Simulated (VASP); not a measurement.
Runs of VASP 6.6.1 on Re. The structure is that of space group P6_3/mmc (No. 194), or close to it. The cells are those of the table. 

```tsv
cell	gap on the mesh (eV)	pressure (GPa)
a = 2.659, b = 2.659, c = 3.910 Å, angles 90.0, 90.0, 120.0°, 2 atoms	none	124.7
a = 2.704, b = 2.704, c = 4.088 Å, angles 90.0, 90.0, 120.0°, 2 atoms	none	62.9
a = 2.750, b = 2.750, c = 4.088 Å, angles 90.0, 90.0, 120.0°, 2 atoms	none	43.4
a = 2.613, b = 2.613, c = 4.266 Å, angles 90.0, 90.0, 120.0°, 2 atoms	none	79.0
a = 2.613, b = 2.613, c = 3.910 Å, angles 90.0, 90.0, 120.0°, 2 atoms	none	155.5
a = 2.750, b = 2.750, c = 3.910 Å, angles 90.0, 90.0, 120.0°, 2 atoms	none	75.0
a = 2.659, b = 2.659, c = 4.088 Å, angles 90.0, 90.0, 120.0°, 2 atoms	none	85.8
a = 2.704, b = 2.704, c = 3.910 Å, angles 90.0, 90.0, 120.0°, 2 atoms	none	(b)
a = 2.796, b = 2.796, c = 3.910 Å, angles 90.0, 90.0, 120.0°, 2 atoms	none	(a)
a = 2.659, b = 2.659, c = 4.266 Å, angles 90.0, 90.0, 120.0°, 2 atoms	none	55.5
a = 2.613, b = 2.613, c = 4.443 Å, angles 90.0, 90.0, 120.0°, 2 atoms	none	(c)
a = 2.613, b = 2.613, c = 4.088 Å, angles 90.0, 90.0, 120.0°, 2 atoms	none	(d)
```

Alike in all rows: task single point; level PBEsol; potentials or basis VASP PAW PBE potentials, release 64 (Re); no spin polarisation; k mesh 18 × 18 × 10; cutoff (eV) 520; smearing gaussian 0.15 eV.

Question: Fill in the values left out.

Answer: (a) 55.2; (b) 98.0; (c) 53.1; (d) 112.6.

Caveats: the PAW data sets were made with another functional, which shifts forces and pressure a little; spin-orbit coupling is left out, which moves the levels of the heavy elements; the stress differs along the axes, from 102 to 170 GPa (at least some runs); the stress differs along the axes, from 49 to 91 GPa (at least some runs); the stress differs along the axes, from 29 to 73 GPa (at least some runs); the stress differs along the axes, from 74 to 82 GPa (at least some runs); the stress differs along the axes, from 134 to 199 GPa (at least some runs).

A k mesh can miss the band edges, and the runs leave out spin-orbit coupling on Re.

A gap of «none» marks levels without a gap at the run's occupations.
